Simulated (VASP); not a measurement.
BN, 4 atoms in the cell. Symmetry: P6_3/mmc, No. 194, hexagonal system. Conventional cell: a = 2.487 Å, b = 2.487 Å, c = 5.687 Å, α = 90.00°, β = 90.00°, γ = 120.00°. Within 1.9 Å of B (site symmetry -6m2) lie 3 N at 1.44 Å. N (site symmetry -6m2) has 3 B at 1.44 Å within 1.9 Å. 

* Program: VASP 6.6.1
* Task: single point
* Functional: PBEsol
* Potentials or basis: VASP PAW PBE potentials, release 64 (B, N)
* Cutoff: 520 eV
* k mesh: 10 × 10 × 4
* Occupations: gaussian, width 0.01 eV
* Spin: no spin polarisation
* Dipole correction: no
* Further INCAR settings: ALGO = Normal; EDIFF = 1e-07; NBANDS = 16

Potentials or basis: VASP PAW PBE potentials, release 64 (B, N).

The run is started by

```sh
$ cat potpaw_PBE.64/B/POTCAR potpaw_PBE.64/N/POTCAR > POTCAR
$ mpirun -np 1 vasp_std > vasp.out
```

Hardware: 1 thread of Intel Xeon 6975P-C, with other jobs on the host.

Problem. Estimate the wall time of this run.

Solution. Wall time 14 s on 1 thread of Intel Xeon 6975P-C, on a shared host, peak memory 0.14 GiB. Counts: scf iterations 13, k points 42.
